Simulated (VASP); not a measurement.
Nb, 1 atom in the cell. It takes space group Fm-3m (No. 225, cubic). Conventional cell: a = 4.170 Å, b = 4.170 Å, c = 4.170 Å, α = 90.00°, β = 90.00°, γ = 90.00°. Nb (site symmetry m-3m) has 12 Nb at 2.95 Å within 3.9 Å. This isn't the form of Nb at room conditions, which is bcc.

* Program: VASP 6.6.1
* Task: relaxation of cell and atoms
* Functional: PBE
* Potentials or basis: VASP PAW PBE potentials, release 64 (Nb_sv)
* Cutoff: 600 eV
* k mesh: 17 × 17 × 17
* Occupations: fermi-dirac, width 0.05 eV
* Spin: no spin polarisation
* Dipole correction: no
* Further INCAR settings: ALGO = Normal; EDIFF = 1e-07; IBRION = 2; EDIFFG = -0.005; NSW = 60; ISIF = 3

Potentials or basis: VASP PAW PBE potentials, release 64 (Nb_sv).

Command:

```bash
$ cat potpaw_PBE.64/Nb_sv/POTCAR > POTCAR
$ mpirun -np 1 vasp_std > vasp.out
```

Hardware: 1 thread of Intel(R) Xeon(R) 6975P-C (Granite Rapids) (shared host).

Question: How long does it take, and how much memory?

Answer: Wall time 35 s on 1 thread of Intel(R) Xeon(R) 6975P-C (Granite Rapids), on a shared host, peak memory 0.17 GiB. Counts: scf iterations 43, k points 165, ion steps 4.
